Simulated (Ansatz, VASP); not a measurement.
**Two plane-wave programs on As**

```
As
1.0
     0.00000    3.05334    3.05334
     3.05334    0.00000    3.05334
     3.05334    3.05334    0.00000
As
2
Direct
  0.87500 0.87500 0.87500
  0.12500 0.12500 0.12500
```

Alike in both runs: functional PBE; k mesh 12 × 12 × 12; occupations fermi-dirac, width 0.05 eV; no spin polarisation.

Ansatz relaxed the structure, and its values are those at the end. VASP's run is a single point on that final structure, the one shown.

|  | VASP | Ansatz |
| --- | --- | --- |
| version | VASP 6.6.1 | Ansatz 0.2.0 |
| potentials or method | VASP PAW PBE potentials, release 64 (As) | PAW with Ansatz's default frozen-core files, scalar-relativistic |
| plane-wave cutoff (eV) | 520 | 420 |
| valence electrons in the cell | 10 | 30 |

VASP gave:

```
pressure (GPa) : 0.1
```

Question: What did Ansatz give for the same quantities?

Answer: Pressure (GPa): 0.0.

VASP's potentials hold 10 valence electrons a cell and Ansatz's 30, so a difference there can come from the potentials and not from the codes.
